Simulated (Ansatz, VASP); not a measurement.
## Two plane-wave programs on NaI

Contents of POSCAR:

```
NaI
1.0
    0.0000000000      3.5431916810      3.5431916810
    3.5431916810      0.0000000000      3.5431916810
    3.5431916810      3.5431916810      0.0000000000
Na I
1 1
Direct
    0.0000000000      0.0000000000      0.0000000000
    0.2500000000      0.2500000000      0.2500000000
```

Contents of INCAR.step1:

```
PREC = Accurate
ENCUT = 520
EDIFF = 1E-5
ISMEAR = 0
SIGMA = 0.01
LREAL = False
LASPH = True
NELM = 100
ALGO = Normal
ISIF = 2
LWAVE = True
LCHARG = False
NBANDS = 14
GGA = PE
```

INCAR.step2

```
PREC = Accurate
ENCUT = 520
EDIFF = 1E-7
ISMEAR = 0
SIGMA = 0.01
LREAL = False
LASPH = True
NELM = 100
ALGO = Normal
ISIF = 2
LWAVE = False
LCHARG = False
GGA = PE
LHFCALC = True
AEXX = 0.1
PRECFOCK = Normal
NBANDS = 14
ISTART = 1
```

KPOINTS

```
regular mesh
0
Gamma
  4 4 4
```

Input for Ansatz:

```yaml
crystal:
  lattice:
    - [0.0, 3.543191681, 3.543191681]
    - [3.543191681, 0.0, 3.543191681]
    - [3.543191681, 3.543191681, 0.0]
  atoms:
    - { symbol: Na, position: [0.0, 0.0, 0.0] }
    - { symbol: I, position: [0.25, 0.25, 0.25] }
kpoints:
  mp_grid: { grid: [4, 4, 4] }
hamiltonian:
  xc: { exchange: pbe, correlation: pbe, exx: { coeff: 0.1 } }
scf:
  occupations: { method: fixed }
  n_extra_bands: 4
output:
  forces: true
  stress: true
  eigenvalues: true
```

Alike in both runs: task single point; functional PBE-based global hybrid with a share of 0.1 of exact exchange; k mesh 4 × 4 × 4; no spin polarisation.

|  | VASP | Ansatz |
| --- | --- | --- |
| version | VASP 6.6.1 | Ansatz 0.2.0 |
| potentials or method | VASP PAW PBE potentials, release 64 (Na_pv, I) | plane waves |
| plane-wave cutoff (eV) | 520 | 420 |
| occupations | gaussian, width 0.01 eV | fixed |
| valence electrons in the cell | 14 | 26 |

|  | VASP | Ansatz | Ansatz less VASP |
| --- | --- | --- | --- |
| gap on the k mesh at the Fermi level (eV) | 4.49 | 4.49 | +0.001 |
| pressure (GPa) | 0.3 | 0.3 | 0.00 |

VASP's potentials were made for PBE, not for PBE-based global hybrid. VASP's potentials hold 14 valence electrons a cell and Ansatz's 26, so a difference there can come from the potentials and not from the codes. Ansatz's warnings: stress exchange threshold loose, stress scf threshold loose.

Spin-orbit coupling is off throughout.
